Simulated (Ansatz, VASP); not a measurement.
## One calculation of PtS2, two programs

```
Pt S
1.0
     3.54320    0.00000    0.00000
    -1.77160    3.06850    0.00000
     0.00000    0.00000    5.03880
Pt S
1 2
Direct
  0.00000 0.00000 0.00000
  0.28612 0.63210 0.19046
  0.66667 0.33333 0.75000
```

Alike in both runs: task single point; functional PBE; k mesh 12 × 12 × 8; occupations gaussian, width 0.05 eV; no spin polarisation.

|  | VASP | Ansatz |
| --- | --- | --- |
| version | VASP 6.6.1 | Ansatz 0.2.0 |
| potentials or method | VASP PAW PBE potentials, release 64 (Pt, S), cutoff 520 eV | scalar-relativistic, plane waves, PAW |
| valence electrons in the cell | 22 | 30 |

VASP gave:

```
gap on the k mesh at the Fermi level (eV)                     : 0.57
least direct gap on the mesh (eV)                             : 0.81
pressure (GPa)                                                : 16.4
traceless stress, the component that is largest in VASP (GPa) : 5.89
rms of the force components (eV/Å)                            : 2.004
```

Problem. Which values does Ansatz return?

Solution. gap on the k mesh at the Fermi level (eV): 0.56; least direct gap on the mesh (eV): 0.80; pressure (GPa): 16.9; traceless stress, the component that is largest in VASP (GPa): 6.01; rms of the force components (eV/Å): 2.009.

Atom by atom the forces differ by 0.020 eV/Å (rms over components). VASP's potentials hold 22 valence electrons a cell and Ansatz's 30, so a difference there can come from the potentials and not from the codes.

Neither program's run includes spin-orbit coupling.
